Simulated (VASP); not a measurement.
A run of VASP 6.6.1:

Contents of INCAR:

```
SYSTEM = In6NCl3
  PREC = Accurate
  ENCUT = 520
  EDIFF = 1E-6
  ISMEAR = 0
  SIGMA = 0.1
  LREAL = .FALSE.
  LASPH = .TRUE.
  NELM = 80
  ALGO = Normal
  ISIF = 2
  LWAVE = .FALSE.
  LCHARG = .FALSE.
  GGA = PE
  NBANDS = 63
```

KPOINTS

```
regular mesh
0
G
  3 3 3
  0 0 0
```

File POSCAR:

```
In6NCl3
1.0
    0.0000000000      4.9337650000      4.9337650000
    4.9337650000      0.0000000000      4.9337650000
    4.9337650000      4.9337650000      0.0000000000
Cl N In
3 1 6
Direct
    0.0000000000      0.0000000000      0.0000000000
    0.7500000000      0.7500000000      0.7500000000
    0.2500000000      0.2500000000      0.2500000000
    0.5000000000      0.5000000000      0.5000000000
    0.3176000000      0.6824000000      0.3176000000
    0.3176000000      0.6824000000      0.6824000000
    0.6824000000      0.3176000000      0.6824000000
    0.6824000000      0.3176000000      0.3176000000
    0.3176000000      0.3176000000      0.6824000000
    0.6824000000      0.6824000000      0.3176000000
```

Potentials or basis: VASP PAW PBE potentials, release 64 (Cl, N, In_d).

Command:

```sh
$ cat potpaw_PBE.64/Cl/POTCAR potpaw_PBE.64/N/POTCAR potpaw_PBE.64/In_d/POTCAR > POTCAR
$ mpirun -np 1 vasp_std > vasp.out
```

Hardware: 1 thread of AMD EPYC 7R13, on a shared host.

Estimate the wall time of this run.

Run time: 4.6 min on 1 thread of AMD EPYC 7R13, on a shared host, peak memory 0.39 GiB. Counts: scf iterations 19, k points 4.
